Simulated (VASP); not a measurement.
SnO:

```
Sn O
1.0
     0.00000    2.21333    2.21333
     2.21333    0.00000    2.21333
     2.21333    2.21333    0.00000
Sn O
1 1
Direct
  0.00000 0.00000 0.00000
  0.25000 0.25000 0.25000
```

- Program: VASP 6.6.1
- Task: relaxation of cell and atoms
- Functional: PBEsol
- Potentials or basis: VASP PAW PBE potentials, release 64 (Sn_d, O_h)
- Cutoff: 910 eV
- k mesh: 8 × 8 × 8
- Occupations: fermi-dirac, width 0.03 eV
- Spin: no spin polarisation

At the start: pressure 132.2 GPa; volume 10.84 Å³/atom.

Problem. How do energy, volume and symmetry change on relaxing?

Solution. Over 5 steps the energy falls by 1876.5 meV/atom and the volume is 17.47 Å³/atom (+61.1 %); space group F-43m (No. 216, to 0.05 Å).

The path:
```
step  energy change (eV)  largest force (eV/Å)  pressure (GPa)  volume (Å³)
   1              0.0000                0.0000          132.19        21.69
   2              1.3486                0.0000          -43.32        63.62
   3             -3.7064                0.0000           -7.10        36.98
   4             -3.7495                0.0000           -2.02        35.48
   5             -3.7530                0.0000           -0.03        34.94
```

Final structure:
```
Sn O
1.0
     0.00000    2.59488    2.59488
     2.59488    0.00000    2.59488
     2.59488    2.59488    0.00000
Sn O
1 1
Direct
  0.00000 0.00000 0.00000
  0.25000 0.25000 0.25000
```

Caveat: the cutoff is under 1.25 times the usual one of these potentials, so pressure, stress and relaxed cells hold a basis-set (Pulay) error; the volume moved by over 15 % at a fixed basis, so the end points are rough; the PAW data sets were made with another functional, which shifts forces and pressure a little.
